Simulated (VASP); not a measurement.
# Sr2CrGeO6 (Fm-3m) in VASP: density of states with PBE

Aim: the density of states of Sr2CrGeO6 with PBE.

Everything below comes from runs of VASP 6.6.1. Logs are shortened: lines on timing, memory, paths and dates and some standing lists are left out, and cuts for length are marked.

### Step 1. The cell of the first run

The structure is cubic, space group Fm-3m (No. 225). The conventional cell has a = 7.879 Å, b = 7.879 Å, c = 7.879 Å, α = 90.00°, β = 90.00°, γ = 90.00°. Within 2.4 Å of Cr (site symmetry m-3m) lie 6 O at 1.77 Å. Ge (site symmetry m-3m) has 6 O at 2.17 Å within 2.9 Å. O (site symmetry 4mm) has 1 Cr at 1.77 Å and 1 Ge at 2.17 Å within 2.4 Å. Sr (site symmetry -43m) has 12 O at 2.79 Å and 4 Cr at 3.41 Å and 4 Ge at 3.41 Å within 3.7 Å.

### Step 2. Density of states, PBE

Contents of POSCAR:

```
Sr2CrGeO6
1.0
    0.0000000000      3.9395853100      3.9395853100
    3.9395853100      0.0000000000      3.9395853100
    3.9395853100      3.9395853100      0.0000000000
Cr Ge O Sr
1 1 6 2
Direct
    0.5000000000      0.5000000000      0.5000000000
    0.0000000000      0.0000000000      0.0000000000
    0.7250000000      0.2750000000      0.2750000000
    0.2750000000      0.7250000000      0.2750000000
    0.2750000000      0.7250000000      0.7250000000
    0.7250000000      0.2750000000      0.7250000000
    0.2750000000      0.2750000000      0.7250000000
    0.7250000000      0.7250000000      0.2750000000
    0.2500000000      0.2500000000      0.2500000000
    0.7500000000      0.7500000000      0.7500000000
```

Contents of INCAR.step1:

```
SYSTEM = Sr2CrGeO6
PREC     = Accurate       ! precision mode
ENCUT    = 520            ! plane-wave cutoff, eV
EDIFF    = 1E-7           ! SCF threshold, eV
ISMEAR   = 0              ! smearing method
SIGMA    = 0.0171         ! smearing width, eV
LREAL    = .FALSE.        ! projectors in reciprocal space
LASPH    = .TRUE.         ! aspherical terms in the spheres
NELM     = 100            ! most SCF steps
ALGO     = Normal         ! electronic algorithm
ISIF     = 2              ! what is computed and relaxed
LWAVE    = .FALSE.        ! write WAVECAR
LCHARG   = .TRUE.         ! write CHGCAR
LMAXMIX  = 4              ! l up to which the mixer works
GGA      = PE             ! functional
NBANDS   = 52             ! bands
```

Contents of KPOINTS.step1:

```
Automatic mesh
0
G
  5 5 5
  0 0 0
```

Contents of INCAR.step2:

```
SYSTEM = Sr2CrGeO6
PREC     = Accurate       ! precision mode
ENCUT    = 520            ! plane-wave cutoff, eV
EDIFF    = 1E-7           ! SCF threshold, eV
ISMEAR   = -5             ! smearing method
SIGMA    = 0.0171         ! smearing width, eV
LREAL    = .FALSE.        ! projectors in reciprocal space
LASPH    = .TRUE.         ! aspherical terms in the spheres
NELM     = 100            ! most SCF steps
ALGO     = Normal         ! electronic algorithm
ISIF     = 2              ! what is computed and relaxed
LWAVE    = .FALSE.        ! write WAVECAR
LCHARG   = .FALSE.        ! write CHGCAR
LMAXMIX  = 4              ! l up to which the mixer works
GGA      = PE             ! functional
LORBIT   = 11             ! projections on sites
NEDOS    = 1001           ! points of the DOS
ICHARG   = 11             ! starting density
```

Contents of KPOINTS.step2:

```
Automatic mesh
0
G
  8 8 8
  0 0 0
```

Potentials or basis: VASP PAW PBE potentials, release 64 (Cr_pv, Ge_d, O, Sr_sv).

Command:

```bash
$ cat potpaw_PBE.64/Cr_pv/POTCAR potpaw_PBE.64/Ge_d/POTCAR potpaw_PBE.64/O/POTCAR potpaw_PBE.64/Sr_sv/POTCAR > POTCAR
$ cp INCAR.step1 INCAR
$ cp KPOINTS.step1 KPOINTS
$ mpirun -np 1 vasp_std > vasp.out
$ cp INCAR.step2 INCAR
$ cp KPOINTS.step2 KPOINTS
$ mpirun -np 1 vasp_std > vasp.out
```

OUTCAR:

```text
SYSTEM = Sr2CrGeO6
   PREC = Accurate
   ENCUT = 520
   EDIFF = 1E-7
   ISMEAR = -5
   LREAL = .FALSE.
   LASPH = .TRUE.
   NELM = 100
   ISIF = 2
   GGA = PE
   LORBIT = 11
   ICHARG = 11

 ion  position               nearest neighbor table
   1  0.500  0.500  0.500-   3 1.77   4 1.77   5 1.77   6 1.77   7 1.77   8 1.77   9 3.41   9 3.41
                             9 3.41   9 3.41  10 3.41  10 3.41  10 3.41  10 3.41
   2  0.000  0.000  0.000-   3 2.17   4 2.17   5 2.17   6 2.17   7 2.17   8 2.17  10 3.41  10 3.41
                            10 3.41   9 3.41  10 3.41   9 3.41   9 3.41   9 3.41
   3  0.725  0.275  0.275-   1 1.77   2 2.17   9 2.79   9 2.79  10 2.79  10 2.79
   4  0.275  0.725  0.275-   1 1.77   2 2.17   9 2.79   9 2.79  10 2.79  10 2.79
   5  0.275  0.725  0.725-   1 1.77   2 2.17   9 2.79   9 2.79  10 2.79  10 2.79
   6  0.725  0.275  0.725-   1 1.77   2 2.17   9 2.79   9 2.79  10 2.79  10 2.79
   7  0.275  0.275  0.725-   1 1.77   2 2.17   9 2.79   9 2.79  10 2.79  10 2.79
   8  0.725  0.725  0.275-   1 1.77   2 2.17   9 2.79   9 2.79  10 2.79  10 2.79
   9  0.250  0.250  0.250-   3 2.79   4 2.79   7 2.79   5 2.79   6 2.79   7 2.79   4 2.79   5 2.79
                             8 2.79   3 2.79   6 2.79   8 2.79   1 3.41   2 3.41   2 3.41   1 3.41
  10  0.750  0.750  0.750-   4 2.79   5 2.79   7 2.79   3 2.79   6 2.79   7 2.79   3 2.79   4 2.79
                             8 2.79   5 2.79   6 2.79   8 2.79   1 3.41   2 3.41   1 3.41   1 3.41

  LATTYP: Found a face centered cubic cell.
 ALAT       =     7.8791706200

  Lattice vectors:

 A1 = (   0.0000000000,   3.9395853100,   3.9395853100)
 A2 = (   3.9395853100,   0.0000000000,   3.9395853100)
 A3 = (   3.9395853100,   3.9395853100,   0.0000000000)

Analysis of symmetry for initial positions (statically):
=====================================================================
 Subroutine PRICEL returns:
 Original cell was already a primitive cell.

 Routine SETGRP: Setting up the symmetry group for a
 face centered cubic supercell.

 Subroutine GETGRP returns: Found 48 space group operations
 (whereof 48 operations were pure point group operations)
 out of a pool of 48 trial point group operations.

The static configuration has the point symmetry O_h .

Analysis of symmetry for dynamics (positions and initial velocities):
=====================================================================
 Subroutine PRICEL returns:
 Original cell was already a primitive cell.

 Routine SETGRP: Setting up the symmetry group for a
 face centered cubic supercell.

 Subroutine GETGRP returns: Found 48 space group operations
 (whereof 48 operations were pure point group operations)
 out of a pool of 48 trial point group operations.

The dynamic configuration has the point symmetry O_h .

 Subroutine INISYM returns: Found 48 space group operations
 (whereof 48 operations are pure point group operations),
 and found     1 'primitive' translations

----------------------------------------------------------------------------------------

                                     Primitive cell

  volume of cell :     122.2873

  direct lattice vectors                    reciprocal lattice vectors
     0.000000000  3.939585310  3.939585310    -0.126916911  0.126916911  0.126916911
     3.939585310  0.000000000  3.939585310     0.126916911 -0.126916911  0.126916911
     3.939585310  3.939585310  0.000000000     0.126916911  0.126916911 -0.126916911

  length of vectors
     5.571414976  5.571414976  5.571414976     0.219826539  0.219826539  0.219826539

  position of ions in fractional coordinates (direct lattice)
     0.500000000  0.500000000  0.500000000
     0.000000000  0.000000000  0.000000000
     0.725000000  0.275000000  0.275000000
     0.275000000  0.725000000  0.275000000
     0.275000000  0.725000000  0.725000000
     0.725000000  0.275000000  0.725000000
     0.275000000  0.275000000  0.725000000
     0.725000000  0.725000000  0.275000000
     0.250000000  0.250000000  0.250000000
     0.750000000  0.750000000  0.750000000

  ion indices of the primitive-cell ions
   primitive index   ion index
                 1           1
                 2           2
                 3           3
                 4           4
[... 30 lines left out ...]
 Subroutine IBZKPT returns following result:
 ===========================================

 Found     29 irreducible k-points:

 Following reciprocal coordinates:
            Coordinates               Weight
  0.000000  0.000000  0.000000      1.000000
  0.125000  0.000000  0.000000      8.000000
  0.250000  0.000000  0.000000      8.000000
  0.375000  0.000000  0.000000      8.000000
  0.500000  0.000000  0.000000      4.000000
  0.125000  0.125000  0.000000      6.000000
[... 16 lines left out ...]
  0.500000  0.250000  0.125000     48.000000
 -0.375000  0.250000  0.125000     24.000000
 [... further k-points ...]
   k-points           NKPTS =     29   k-points in BZ     NKDIM =     29   number of bands    NBANDS=     49
   number of dos      NEDOS =   1001   number of ions     NIONS =     10
   total plane-waves  NPLWV =  74088
   dimension x,y,z NGX =    42 NGY =   42 NGZ =   42
   dimension x,y,z NGXF=    84 NGYF=   84 NGZF=   84
   ions per type =               1   1   6   2
   NGX,Y,Z   is equivalent  to a cutoff of  12.53, 12.53, 12.53 a.u.
   NGXF,Y,Z  is equivalent  to a cutoff of  25.06, 25.06, 25.06 a.u.
 SYSTEM =  Sr2CrGeO6
   PREC   = accura    normal or accurate (medium, high low for compatibility)
   ISTART =      0    job   : 0-new  1-cont  2-samecut
   ICHARG =     11    charge: 1-file 2-atom 10-const
   ISPIN  =      1    spin polarized calculation?
   LNONCOLLINEAR =      F non collinear calculations
   LSORBIT =      F    spin-orbit coupling
   LASPH  =      T    aspherical Exc in radial PAW
   ENCUT  =  520.0 eV  38.22 Ry    6.18 a.u.  10.36 10.36 10.36*2*pi/ulx,y,z
   NELM   =    100;   NELMIN=  2; NELMDL=  0     # of ELM steps
   EDIFF  = 0.1E-06   stopping-criterion for ELM
   LREAL  =      F    real-space projection
   EDIFFG = 0.1E-05   stopping-criterion for IOM
   NSW    =      0    number of steps for IOM
   IBRION =     -1    ionic relax: 0-MD 1-quasi-New 2-CG
   NFREE  =      0    steps in history (QN), initial steepest desc. (CG)
   ISIF   =      2    stress and relaxation
   ISYM   =      2    0-nonsym 1-usesym 2-fastsym
   POTIM  = 0.5000    time-step for ionic-motion
   TEBEG  =    0.0;   TEEND  =   0.0 temperature during run
   PSTRESS=    0.0 pullay stress
   NELECT =      82.0000    total number of electrons
   NUPDOWN=      -1.0000    fix difference up-down
   EMIN   =  10.00;   EMAX   =-10.00  energy-range for DOS
   EFERMI =   0.00;   METHOD = LEGACY
   ISMEAR =    -5;   SIGMA  =   0.02  broadening in eV -4-tet -1-fermi 0-gaus
   EFERMI_NEDOS =   21; number of points for ismear=-14 and -15
   IALGO  =     38    algorithm
   IMIX   =      4    mixing-type and parameters
     AMIX     =   0.40;   BMIX     =  1.00
     AMIX_MAG =   1.60;   BMIX_MAG =  1.00
  volume/ion in A,a.u.               =      12.23        82.52
  Fermi-wavevector in a.u.,A,eV,Ry     =   1.432910  2.707807 27.935908  2.053231
  Thomas-Fermi vector in A             =   2.552486
   LORBIT       =     11    0 simple, 1 ext, 2 COOP (PROOUT), +10 PAW based schemes
   GGA     = PE    functional components
   LHFCALC =     F    Hartree Fock is set to
   AEXX    =    0.0000 exact exchange contribution
   IVDW    =     0    specifies the selected vdW correction
   LEPSILON=     F    determine dielectric tensor
   LRPA    =     F    only Hartree local field effects (RPA)
 non-spin polarized calculation
 Fermi weights with tetrahedron method with Bloechl corrections
  energy-cutoff  :      520.00
  volume of cell :      122.29
 maximum number of plane-waves:      3327
 NGX is ok and might be reduce to    42

 number of electron      82.0000044 magnetization

 Free energy of the ion-electron system (eV)
  ---------------------------------------------------
  ext. energy  EPLUGINS =         0.00000000
  ---------------------------------------------------
  free energy    TOTEN  =       -66.51600827 eV

  energy without entropy =      -66.51600827  energy(sigma->0) =      -66.51600827

 E-fermi :   5.1928     XC(G=0): -11.1431

 val. band max:        5.1862915454   @ k =   0.3750   0.2500   0.1250
 cond. band min:       5.1784799104   @ k =  -0.3750   0.3750   0.0000
 fundamental gap:     -0.0078116350
 Fermi energy:         5.1928106694

 k-point     1 :       0.0000    0.0000    0.0000
  band No.  band energies     occupation
      1     -40.0437      2.00000
      2     -40.0437      2.00000
      3     -40.0437      2.00000
      4     -29.3210      2.00000
      5     -29.2678      2.00000
      6     -19.7763      2.00000
[... 1237 lines left out ...]
     48      10.6426      0.00000
     49      10.9836      0.00000

 [... further k-points ...]

------------------------ aborting loop because EDIFF is reached ----------------------------------------

  FORCE on cell =-STRESS in cart. coord.  units (eV):
  Direction    XX          YY          ZZ          XY          YZ          ZX
  --------------------------------------------------------------------------------------
  -------------------------------------------------------------------------------------
  Total        6.8138216      6.8138216      6.8138216      0.0000000      0.0000000     -0.0000000
  in kB       89.2729358     89.2729358     89.2729358      0.0000000      0.0000000     -0.0000000
  external PRESSURE =      89.2729358 kB  Pullay stress =       0.0000000 kB

 VOLUME and BASIS-vectors are now :
 -----------------------------------------------------------------------------
  energy-cutoff  :      520.00
  volume of cell :      122.29
      direct lattice vectors                 reciprocal lattice vectors
     0.000000000  3.939585310  3.939585310    -0.126916911  0.126916911  0.126916911
     3.939585310  0.000000000  3.939585310     0.126916911 -0.126916911  0.126916911
     3.939585310  3.939585310  0.000000000     0.126916911  0.126916911 -0.126916911

 POSITION                                       TOTAL-FORCE (eV/Angst)
 -----------------------------------------------------------------------------------
      3.93959      3.93959      3.93959         0.000000     -0.000000      0.000000
      0.00000      0.00000      0.00000         0.000000     -0.000000      0.000000
      2.16677      3.93959      3.93959        -3.569222     -0.000000      0.000000
      3.93959      2.16677      3.93959         0.000000     -3.569222      0.000000
      5.71240      3.93959      3.93959         3.569222     -0.000000      0.000000
      3.93959      5.71240      3.93959         0.000000      3.569222      0.000000
      3.93959      3.93959      2.16677         0.000000     -0.000000     -3.569222
      3.93959      3.93959      5.71240         0.000000     -0.000000      3.569222
      1.96979      1.96979      1.96979         0.000000     -0.000000     -0.000000
      5.90938      5.90938      5.90938         0.000000     -0.000000      0.000000
 -----------------------------------------------------------------------------------
    total drift:                               -0.000000      0.000000      0.000000

  FREE ENERGIE OF THE ION-ELECTRON SYSTEM (eV)
  ---------------------------------------------------
  free  energy   TOTEN  =       -66.5160082718 eV

  energy  without entropy=      -66.5160082718  energy(sigma->0) =      -66.51600827

 total charge

# of ion       s       p       d       tot
------------------------------------------
    1        0.490   6.723   4.299  11.512
    2        1.215   0.703  10.140  12.058
    3        1.579   3.442   0.000   5.021
    4        1.579   3.442   0.000   5.021
    5        1.579   3.442   0.000   5.021
    6        1.579   3.442   0.000   5.021
    7        1.579   3.442   0.000   5.021
    8        1.579   3.442   0.000   5.021
    9        1.996   5.783   0.186   7.965
   10        1.996   5.783   0.186   7.965
--------------------------------------------------
tot         15.173  39.644  14.810  69.627
```

Wall time 2.2 min (1 thread of Intel Xeon 6975P-C (Granite Rapids), shared host); peak memory 0.34 GiB.

Results:

```
Valence electrons inside the program's atomic spheres : Cr 11.51; Ge 12.06; O 5.02; Sr 7.96
```

Caveat: the run has no spin polarisation, though such a crystal can be magnetic; semilocal functionals often make such compounds metallic where correlation or magnetic order opens a gap, which also shifts bond lengths; tetrahedron occupations give inexact forces and stress in metals. Spin polarisation is off, so any magnetic state and its effect on volume and gap are missing.
